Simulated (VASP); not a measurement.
# ZnAuS3 (Pm-3m) in VASP: a series of runs

ZnAuS3 is run at these levels: PBE; tasks: single point, relaxation of cell and atoms.

All numbers are computed with VASP 6.6.1; they aren't measurements. Logs are shortened: lines on timing, memory, paths and dates and some standing lists are left out, and cuts for length are marked.

**1. The cell of the first run**

Symmetry: Pm-3m, No. 221, cubic system. The conventional cell has a = 4.487 Å, b = 4.487 Å, c = 4.487 Å, α = 90.00°, β = 90.00°, γ = 90.00°. Within 4.2 Å of Zn (site symmetry m-3m) lie 12 S at 3.17 Å and 8 Au at 3.89 Å. Within 3.0 Å of S (site symmetry 4/mmm) lie 2 Au at 2.24 Å. Within 3.0 Å of Au (site symmetry m-3m) lie 6 S at 2.24 Å.

**2. Single point, PBE**

INCAR reads:

```
SYSTEM = ZnAuS3
PREC     = Accurate       ! precision mode
ENCUT    = 520            ! plane-wave cutoff, eV
EDIFF    = 1E-7           ! SCF threshold, eV
ISMEAR   = 0              ! smearing method
SIGMA    = 0.1            ! smearing width, eV
LREAL    = .False.        ! projectors in reciprocal space
LASPH    = .True.         ! aspherical terms in the spheres
NELM     = 80             ! most SCF steps
ALGO     = Normal         ! electronic algorithm
ISIF     = 2              ! what is computed and relaxed
LWAVE    = .False.        ! write WAVECAR
LCHARG   = .False.        ! write CHGCAR
GGA      = PE             ! functional
NBANDS   = 28             ! bands
```

KPOINTS reads:

```
regular mesh
0
Gamma
  4 4 4
  0 0 0
```

POSCAR reads:

```
ZnAuS3
1.0
    4.4871276700      0.0000000000      0.0000000000
    0.0000000000      4.4871276700      0.0000000000
    0.0000000000      0.0000000000      4.4871276700
Zn S Au
1 3 1
Direct
    0.5000000000      0.5000000000      0.5000000000
    0.5000000000      0.0000000000      0.0000000000
    0.0000000000      0.5000000000      0.0000000000
    0.0000000000      0.0000000000      0.5000000000
    0.0000000000      0.0000000000      0.0000000000
```

Potentials or basis: VASP PAW PBE potentials, release 64 (Zn, S, Au).

Started as:

```
$ cat potpaw_PBE.64/Zn/POTCAR potpaw_PBE.64/S/POTCAR potpaw_PBE.64/Au/POTCAR > POTCAR
$ mpirun -np 1 vasp_std > vasp.out
```

OUTCAR:

```text
SYSTEM = ZnAuS3
   PREC = Accurate
   ENCUT = 520
   EDIFF = 1E-7
   ISMEAR = 0
   LREAL = .False.
   LASPH = .True.
   NELM = 80
   ISIF = 2
   GGA = PE

 ion  position               nearest neighbor table
   1  0.500  0.500  0.500-
   2  0.500  0.000  0.000-   5 2.24   5 2.24
   3  0.000  0.500  0.000-   5 2.24   5 2.24
   4  0.000  0.000  0.500-   5 2.24   5 2.24
   5  0.000  0.000  0.000-   2 2.24   3 2.24   4 2.24   4 2.24   3 2.24   2 2.24

  LATTYP: Found a simple cubic cell.
 ALAT       =     4.4871276700

  Lattice vectors:

 A1 = (   4.4871276700,   0.0000000000,   0.0000000000)
 A2 = (   0.0000000000,   4.4871276700,   0.0000000000)
 A3 = (   0.0000000000,   0.0000000000,   4.4871276700)

Analysis of symmetry for initial positions (statically):
=====================================================================
 Subroutine PRICEL returns:
 Original cell was already a primitive cell.

 Routine SETGRP: Setting up the symmetry group for a
 simple cubic supercell.

 Subroutine GETGRP returns: Found 48 space group operations
 (whereof 48 operations were pure point group operations)
 out of a pool of 48 trial point group operations.

The static configuration has the point symmetry O_h .

Analysis of symmetry for dynamics (positions and initial velocities):
=====================================================================
 Subroutine PRICEL returns:
 Original cell was already a primitive cell.

 Routine SETGRP: Setting up the symmetry group for a
 simple cubic supercell.

 Subroutine GETGRP returns: Found 48 space group operations
 (whereof 48 operations were pure point group operations)
 out of a pool of 48 trial point group operations.

The dynamic configuration has the point symmetry O_h .

 Subroutine INISYM returns: Found 48 space group operations
 (whereof 48 operations are pure point group operations),
 and found     1 'primitive' translations

----------------------------------------------------------------------------------------

                                     Primitive cell

  volume of cell :      90.3452

  direct lattice vectors                    reciprocal lattice vectors
     4.487127670  0.000000000  0.000000000     0.222859716  0.000000000  0.000000000
     0.000000000  4.487127670  0.000000000     0.000000000  0.222859716  0.000000000
     0.000000000  0.000000000  4.487127670     0.000000000  0.000000000  0.222859716

  length of vectors
     4.487127670  4.487127670  4.487127670     0.222859716  0.222859716  0.222859716

  position of ions in fractional coordinates (direct lattice)
     0.500000000  0.500000000  0.500000000
     0.500000000  0.000000000  0.000000000
     0.000000000  0.500000000  0.000000000
     0.000000000  0.000000000  0.500000000
     0.000000000  0.000000000  0.000000000

  ion indices of the primitive-cell ions
   primitive index   ion index
                 1           1
                 2           2
                 3           3
                 4           4
                 5           5

----------------------------------------------------------------------------------------

 KPOINTS: regular mesh

Automatic generation of k-mesh.
 Grid dimensions read from file:
 generate k-points for:    4    4    4

 Generating k-lattice:

  Cartesian coordinates                     Fractional coordinates (reciprocal lattice)
     0.055714929  0.000000000  0.000000000     0.250000000  0.000000000  0.000000000
     0.000000000  0.055714929  0.000000000     0.000000000  0.250000000  0.000000000
     0.000000000  0.000000000  0.055714929     0.000000000  0.000000000  0.250000000

  Length of vectors
     0.055714929  0.055714929  0.055714929

  Shift w.r.t. Gamma in fractional coordinates (k-lattice)
     0.000000000  0.000000000  0.000000000

 Subroutine IBZKPT returns following result:
 ===========================================

 Found     10 irreducible k-points:

 Following reciprocal coordinates:
            Coordinates               Weight
  0.000000  0.000000  0.000000      1.000000
  0.250000  0.000000  0.000000      6.000000
  0.500000  0.000000  0.000000      3.000000
  0.250000  0.250000  0.000000     12.000000
  0.500000  0.250000  0.000000     12.000000
  0.500000  0.500000  0.000000      3.000000
  0.250000  0.250000  0.250000      8.000000
  0.500000  0.250000  0.250000     12.000000
  0.500000  0.500000  0.250000      6.000000
  0.500000  0.500000  0.500000      1.000000
   k-points           NKPTS =     10   k-points in BZ     NKDIM =     10   number of bands    NBANDS=     28
   number of dos      NEDOS =    301   number of ions     NIONS =      5
   total plane-waves  NPLWV =  46656
   dimension x,y,z NGX =    36 NGY =   36 NGZ =   36
   dimension x,y,z NGXF=    72 NGYF=   72 NGZF=   72
   ions per type =               1   3   1
   NGX,Y,Z   is equivalent  to a cutoff of  13.34, 13.34, 13.34 a.u.
   NGXF,Y,Z  is equivalent  to a cutoff of  26.68, 26.68, 26.68 a.u.
 SYSTEM =  ZnAuS3
   PREC   = accura    normal or accurate (medium, high low for compatibility)
   ISTART =      0    job   : 0-new  1-cont  2-samecut
   ICHARG =      2    charge: 1-file 2-atom 10-const
   ISPIN  =      1    spin polarized calculation?
   LNONCOLLINEAR =      F non collinear calculations
   LSORBIT =      F    spin-orbit coupling
   LASPH  =      T    aspherical Exc in radial PAW
   ENCUT  =  520.0 eV  38.22 Ry    6.18 a.u.   8.34  8.34  8.34*2*pi/ulx,y,z
   NELM   =     80;   NELMIN=  2; NELMDL= -5     # of ELM steps
   EDIFF  = 0.1E-06   stopping-criterion for ELM
   LREAL  =      F    real-space projection
   EDIFFG = 0.1E-05   stopping-criterion for IOM
   NSW    =      0    number of steps for IOM
   IBRION =     -1    ionic relax: 0-MD 1-quasi-New 2-CG
   NFREE  =      0    steps in history (QN), initial steepest desc. (CG)
   ISIF   =      2    stress and relaxation
   ISYM   =      2    0-nonsym 1-usesym 2-fastsym
   POTIM  = 0.5000    time-step for ionic-motion
   TEBEG  =    0.0;   TEEND  =   0.0 temperature during run
   PSTRESS=    0.0 pullay stress
   NELECT =      41.0000    total number of electrons
   NUPDOWN=      -1.0000    fix difference up-down
   EMIN   =  10.00;   EMAX   =-10.00  energy-range for DOS
   EFERMI =   0.00;   METHOD = LEGACY
   ISMEAR =     0;   SIGMA  =   0.10  broadening in eV -4-tet -1-fermi 0-gaus
   EFERMI_NEDOS =   21; number of points for ismear=-14 and -15
   IALGO  =     38    algorithm
   IMIX   =      4    mixing-type and parameters
     AMIX     =   0.40;   BMIX     =  1.00
     AMIX_MAG =   1.60;   BMIX_MAG =  1.00
  volume/ion in A,a.u.               =      18.07       121.94
  Fermi-wavevector in a.u.,A,eV,Ry     =   1.258059  2.377387 21.534112  1.582713
  Thomas-Fermi vector in A             =   2.391687
   LORBIT       =      0    0 simple, 1 ext, 2 COOP (PROOUT), +10 PAW based schemes
   GGA     = PE    functional components
   LHFCALC =     F    Hartree Fock is set to
   AEXX    =    0.0000 exact exchange contribution
   IVDW    =     0    specifies the selected vdW correction
   LEPSILON=     F    determine dielectric tensor
   LRPA    =     F    only Hartree local field effects (RPA)
 non-spin polarized calculation
 Gauss-broadening in eV      SIGMA  =   0.10
  energy-cutoff  :      520.00
  volume of cell :       90.35
 maximum number of plane-waves:      2469
 NGX is ok and might be reduce to    36
   NGX = 17   NGY = 17   NGZ = 17

 number of electron      41.0000025 magnetization

 Free energy of the ion-electron system (eV)
  ---------------------------------------------------
  ext. energy  EPLUGINS =         0.00000000
  ---------------------------------------------------
  free energy    TOTEN  =       -11.77869990 eV

  energy without entropy =      -11.75715915  energy(sigma->0) =      -11.76792952

 E-fermi :   5.2525     XC(G=0): -10.6330

 val. band max:        5.2478614496   @ k =   0.5000   0.5000   0.2500
 cond. band min:       5.3243618058   @ k =   0.5000   0.2500   0.2500
 fundamental gap:      0.0765003561
 Fermi energy:         5.2524557728

 k-point     1 :       0.0000    0.0000    0.0000
  band No.  band energies     occupation
      1      -9.7814      2.00000
      2      -7.7894      2.00000
      3      -7.7894      2.00000
      4      -1.0565      2.00000
      5      -1.0565      2.00000
      6      -1.0565      2.00000
[... 20 lines left out ...]
     27      13.0703      0.00000
     28      13.0703      0.00000

 k-point     2 :       0.2500    0.0000    0.0000
  band No.  band energies     occupation
      1      -9.4971      2.00000
      2      -7.7685      2.00000
      3      -7.6721      2.00000
      4      -2.1837      2.00000
      5      -1.2420      2.00000
      6      -1.2420      2.00000
[... 20 lines left out ...]
     27      11.7204      0.00000
     28      13.0573      0.00000

 k-point     3 :       0.5000    0.0000    0.0000
  band No.  band energies     occupation
      1      -9.1734      2.00000
      2      -7.7472      2.00000
      3      -7.4894      2.00000
      4      -3.5616      2.00000
      5      -1.4446      2.00000
      6      -1.4446      2.00000
[... 20 lines left out ...]
     27      13.6698      0.00000
     28      14.6841      0.00000

 k-point     4 :       0.2500    0.2500    0.0000
  band No.  band energies     occupation
      1      -9.1909      2.00000
      2      -7.6835      2.00000
      3      -7.6045      2.00000
      4      -2.2090      2.00000
      5      -2.0923      2.00000
      6      -1.4954      2.00000
[... 144 lines left out ...]
     27      13.3247      0.00000
     28      13.9891      0.00000

 k-point     9 :       0.5000    0.5000    0.2500
  band No.  band energies     occupation
      1      -8.0075      2.00000
      2      -7.2981      2.00000
      3      -7.2981      2.00000
      4      -3.6844      2.00000
      5      -3.4600      2.00000
      6      -2.2345      2.00000
[... 20 lines left out ...]
     27      12.7463      0.00000
     28      12.7463      0.00000

 k-point    10 :       0.5000    0.5000    0.5000
  band No.  band energies     occupation
      1      -7.2466      2.00000
      2      -7.2466      2.00000
      3      -7.2466      2.00000
      4      -3.8959      2.00000
      5      -3.4551      2.00000
      6      -3.4551      2.00000
[... 20 lines left out ...]
     27      13.3426      0.00000
     28      13.3426      0.00000

------------------------ aborting loop because EDIFF is reached ----------------------------------------

  FORCE on cell =-STRESS in cart. coord.  units (eV):
  Direction    XX          YY          ZZ          XY          YZ          ZX
  --------------------------------------------------------------------------------------
  -------------------------------------------------------------------------------------
  Total       13.1251777     13.1251777     13.1251777     -0.0000000     -0.0000000     -0.0000000
  in kB      232.7611497    232.7611497    232.7611497     -0.0000000     -0.0000000     -0.0000000
  external PRESSURE =     232.7611497 kB  Pullay stress =       0.0000000 kB

 VOLUME and BASIS-vectors are now :
 -----------------------------------------------------------------------------
  energy-cutoff  :      520.00
  volume of cell :       90.35
      direct lattice vectors                 reciprocal lattice vectors
     4.487127670  0.000000000  0.000000000     0.222859716  0.000000000  0.000000000
     0.000000000  4.487127670  0.000000000     0.000000000  0.222859716  0.000000000
     0.000000000  0.000000000  4.487127670     0.000000000  0.000000000  0.222859716

 POSITION                                       TOTAL-FORCE (eV/Angst)
 -----------------------------------------------------------------------------------
      2.24356      2.24356      2.24356         0.000000      0.000000      0.000000
      2.24356      0.00000      0.00000         0.000000      0.000000      0.000000
      0.00000      2.24356      0.00000         0.000000      0.000000      0.000000
      0.00000      0.00000      2.24356         0.000000      0.000000      0.000000
      0.00000      0.00000      0.00000         0.000000      0.000000      0.000000
 -----------------------------------------------------------------------------------
    total drift:                                0.000000      0.000000      0.000000

  FREE ENERGIE OF THE ION-ELECTRON SYSTEM (eV)
  ---------------------------------------------------
  free  energy   TOTEN  =       -11.7786999004 eV

  energy  without entropy=      -11.7571591463  energy(sigma->0) =      -11.76792952
```

Run time: 24 s. Hardware: 1 thread of Intel Xeon 6975P-C (Granite Rapids), shared host; peak memory 0.21 GiB.

What came out:

```
Free energy : -11.7787 eV
Pressure    : 23.3 GPa
```

Caveat: spin-orbit coupling is left out, which moves the levels of the heavy elements.

**3. Single point, PBE**

This run uses another cell than the first one, of 22.64 Å³/atom, 1.253 times its volume.

INCAR reads:

```
SYSTEM = ZnAuS3
PREC     = Accurate       ! precision mode
ENCUT    = 520            ! plane-wave cutoff, eV
EDIFF    = 1E-6           ! SCF threshold, eV
ISMEAR   = 0              ! smearing method
SIGMA    = 0.1            ! smearing width, eV
LREAL    = .False.        ! projectors in reciprocal space
LASPH    = .True.         ! aspherical terms in the spheres
NELM     = 100            ! most SCF steps
ALGO     = Normal         ! electronic algorithm
ISIF     = 2              ! what is computed and relaxed
LWAVE    = .False.        ! write WAVECAR
LCHARG   = .True.         ! write CHGCAR
GGA      = PE             ! functional
LELF     = .True.         ! ELF
LVHAR    = .True.       
NBANDS   = 28             ! bands
```

KPOINTS reads:

```
regular mesh
0
Gamma
  8 8 8
  0 0 0
```

POSCAR, as its differences from that of step 2:

```diff
@@ -2,5 +2,5 @@
 1.0
-    4.4871276700      0.0000000000      0.0000000000
-    0.0000000000      4.4871276700      0.0000000000
-    0.0000000000      0.0000000000      4.4871276700
+    4.8374364795      0.0000000000      0.0000000000
+    0.0000000000      4.8374364795      0.0000000000
+    0.0000000000      0.0000000000      4.8374364795
 Zn S Au
```

Potentials or basis: VASP PAW PBE potentials, release 64 (Zn, S, Au).

Started as:

```
$ cat potpaw_PBE.64/Zn/POTCAR potpaw_PBE.64/S/POTCAR potpaw_PBE.64/Au/POTCAR > POTCAR
$ mpirun -np 1 vasp_std > vasp.out
```

Run time: 33 s. Hardware: 1 thread of Intel Xeon 6975P-C (Granite Rapids), shared host; peak memory 0.27 GiB.

It converged, with:

| Item | Value |
| --- | --- |
| Free energy | -12.8613 eV |
| Pressure | -0.2 GPa |

Levels at points of the mesh, in eV from the Fermi level:
```tsv
k point	band 18	band 19	band 20	band 21	band 22	band 23	band 24	band 25
(0.00, 0.00, 0.00)	-0.75	-0.75	-0.75	-0.50	-0.50	-0.50	1.76	6.71
(0.50, 0.00, 0.00)	-1.10	-0.57	-0.57	-0.48	-0.48	0.97	3.71	5.53
(0.50, 0.50, 0.00)	-1.79	-0.38	-0.38	0.49	0.91	3.43	4.19	5.46
(0.50, 0.50, 0.50)	-1.44	0.50	0.50	0.50	3.46	3.46	6.39	6.39
```

Caveat: spin-orbit coupling is left out, which moves the levels of the heavy elements.

**4. Relaxation of cell and atoms, PBE**

This run uses another cell than the first one, of 22.43 Å³/atom, 1.241 times its volume.

INCAR reads:

```
ALGO     = Normal         # electronic algorithm
EDIFF    = 1E-7           # SCF threshold, eV
EDIFFG   = -0.01          # ionic threshold
ENCUT    = 600            # plane-wave cutoff, eV
GGA      = PE             # functional
IBRION   = 2              # ionic algorithm
ISIF     = 3              # what is computed and relaxed
ISMEAR   = 0              # smearing method
LASPH    = T              # aspherical terms in the spheres
LCHARG   = F              # write CHGCAR
LREAL    = F              # projectors in reciprocal space
LWAVE    = F              # write WAVECAR
NELM     = 100            # most SCF steps
NSW      = 100            # ionic steps
PREC     = Accurate       # precision mode
SIGMA    = 0.1            # smearing width, eV
```

KPOINTS reads:

```
k-points
0
Gamma
  8 8 8
```

POSCAR, as its differences from that of step 3:

```diff
@@ -2,5 +2,5 @@
 1.0
-    4.8374364795      0.0000000000      0.0000000000
-    0.0000000000      4.8374364795      0.0000000000
-    0.0000000000      0.0000000000      4.8374364795
+    4.8225015831      0.0000000000      0.0000000000
+    0.0000000000      4.8225015831      0.0000000000
+    0.0000000000      0.0000000000      4.8225015831
 Zn S Au
```

Started as:

```
$ cat potpaw_PBE.64/Zn/POTCAR potpaw_PBE.64/S/POTCAR potpaw_PBE.64/Au/POTCAR > POTCAR
$ mpirun -np 1 vasp_std > vasp.out
```

Run time: 98 s. Hardware: 1 thread of Intel Xeon 6975P-C (Granite Rapids), shared host; peak memory 0.34 GiB.

It converged, with:

```yaml
Free_energy: -12.8615 eV
Relaxed_volume: 22.59 Å³/atom
Relaxed_cell: a = 4.834 Å, b = 4.834 Å, c = 4.834 Å, α = 90.00°, β = 90.00°, γ = 90.00°
Space_group_after_relaxing_to_0.05_Å: Pm-3m (No. 221)
Energy_gained_by_relaxing: 0.2 meV/atom
Ionic_steps: 3
Pressure_after_relaxing: 0.0 GPa
```

The path:
```csv
step,energy change (eV),largest force (eV/Å),pressure (GPa),volume (Å³)
1,0.0000,0.0000,0.46,112.15
2,-0.0010,0.0000,-0.13,113.20
3,-0.0011,0.0000,0.00,112.96
```

Final structure:
```yaml
crystal:
  lattice:
    - [4.83404, 0.00000, 0.00000]
    - [0.00000, 4.83404, 0.00000]
    - [0.00000, 0.00000, 4.83404]
  atoms:
    - { symbol: Zn, position: [0.50000, 0.50000, 0.50000] }
    - { symbol: S, position: [0.50000, 0.00000, 0.00000] }
    - { symbol: S, position: [0.00000, 0.50000, 0.00000] }
    - { symbol: S, position: [0.00000, 0.00000, 0.50000] }
    - { symbol: Au, position: [0.00000, 0.00000, 0.00000] }
```

Levels at points of the mesh, in eV from the Fermi level:
```
           k point  band 18  band 19  band 20  band 21  band 22  band 23  band 24
(0.00, 0.00, 0.00)    -0.75    -0.75    -0.75    -0.51    -0.51    -0.51     1.77
(0.50, 0.00, 0.00)    -1.10    -0.57    -0.57    -0.48    -0.48     0.98     3.71
(0.50, 0.50, 0.00)    -1.79    -0.38    -0.38     0.49     0.92     3.44     4.19
(0.50, 0.50, 0.50)    -1.44     0.50     0.50     0.50     3.48     3.48     6.39
```

Caveat: spin-orbit coupling is left out, which moves the levels of the heavy elements.

**5. The runs side by side**

| task | cell | k mesh | cutoff (eV) | gap on the mesh (eV) | pressure (GPa) |
| --- | --- | --- | --- | --- | --- |
| single point | a = 4.487 Å, 5 atoms | 4 × 4 × 4 | 520 | none | 23.3 |
| single point | a = 4.837 Å, 5 atoms | 8 × 8 × 8 | 520 | none | -0.2 |
| relaxation of cell and atoms | relaxed from a = 4.823 Å, 5 atoms | 8 × 8 × 8 | 600 | none | 0.0 |

Alike in all rows: level PBE; potentials or basis VASP PAW PBE potentials, release 64 (Zn, S, Au); no spin polarisation; smearing gaussian 0.1 eV.

Caveats: spin-orbit coupling is left out, which moves the levels of the heavy elements.

Total energies depend on the potentials used, so only differences within one code and one set of settings carry meaning.
